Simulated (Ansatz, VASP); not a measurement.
**SiC in VASP and in Ansatz**

```
Si C
1.0
     0.00000    2.17900    2.17900
     2.17900    0.00000    2.17900
     2.17900    2.17900    0.00000
Si C
1 1
Direct
  0.00000 0.00000 0.00000
  0.25000 0.25000 0.25000
```

Alike in both runs: task relaxation of cell and atoms; functional PBEsol; k mesh 10 × 10 × 10; occupations gaussian, width 0.02 eV; no spin polarisation.

```csv
,VASP,Ansatz
version,VASP 6.6.1,Ansatz 0.2.0
potentials or method,"VASP PAW PBE potentials, release 64 (Si, C), cutoff 600 eV","scalar-relativistic, plane waves, PAW"
valence electrons in the cell,8,8
```

```csv
,VASP,Ansatz,Ansatz less VASP
"gap on the k mesh at the Fermi level, each at its own relaxed structure (eV)",1.23,1.24,+0.009
relaxed volume (Å³/atom),10.35,10.34,-0.008
relaxed cell length with the largest relative difference (Å),3.082,3.081,-0.0008
```

VASP's potentials were made for PBE, not for PBEsol.

Noted on VASP's run: the relaxation stopped at its first step, so nothing moved.
